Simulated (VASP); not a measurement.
Write the native input for VASP 6.6.1 that does the following.

```
Task                   : relaxation of cell and atoms
Functional             : PBE
Potentials or basis    : VASP PAW PBE potentials, release 64 (Mg, O)
Cutoff                 : 600 eV
k mesh                 : 9 × 9 × 6
Occupations            : gaussian, width 0.02 eV
Spin                   : no spin polarisation
Dipole correction      : no
Further INCAR settings : ALGO = Normal; EDIFF = 1e-06; IBRION = 2; EDIFFG = -0.01; NSW = 65; ISIF = 3
```

The structure of MgO lies in POSCAR:

```
MgO
1.0
    3.0078485001      0.0000000000      0.0000000000
   -1.5039242501      2.6048732118      0.0000000000
    0.0000000000      0.0000000000      4.9117021012
Mg O
2 2
Direct
    0.0000000000      0.0000000000      0.0000000000
    0.0000000000      0.0000000000      0.5000000000
    0.3333333333      0.6666666667      0.2500000000
    0.6666666667      0.3333333333      0.7500000000
```

These files were run (other wordings do the same):

INCAR

```
  PREC = Accurate
  ENCUT = 600
  EDIFF = 1E-6
  ISMEAR = 0
  SIGMA = 0.02
  LREAL = F
  LASPH = T
  NELM = 100
  ALGO = Normal
  ISIF = 3
  LWAVE = F
  LCHARG = F
  GGA = PE
  IBRION = 2
  NSW = 65
  EDIFFG = -0.01
```

KPOINTS

```
Automatic mesh
0
Gamma
  9 9 6
```

Potentials or basis: VASP PAW PBE potentials, release 64 (Mg, O).

The run is started by

```console
$ cat potpaw_PBE.64/Mg/POTCAR potpaw_PBE.64/O/POTCAR > POTCAR
$ mpirun -np 1 vasp_std > vasp.out
```

It gave:

```
Relaxed volume                        : 9.71 Å³/atom
Relaxed cell                          : a = 2.952 Å, b = 2.952 Å, c = 5.146 Å, α = 90.00°, β = 90.00°, γ = 120.00°
Space group after relaxing (to 0.1 Å) : P6_3/mmc (No. 194)
Energy gained by relaxing             : 39.3 meV/atom
Ionic steps                           : 7
Pressure after relaxing               : 0.0 GPa
Band gap on the k mesh                : 4.17 eV
```

Wall time 30 s on 1 thread of Intel(R) Xeon(R) 6975P-C (Granite Rapids) (shared host), peak memory 0.18 GiB.
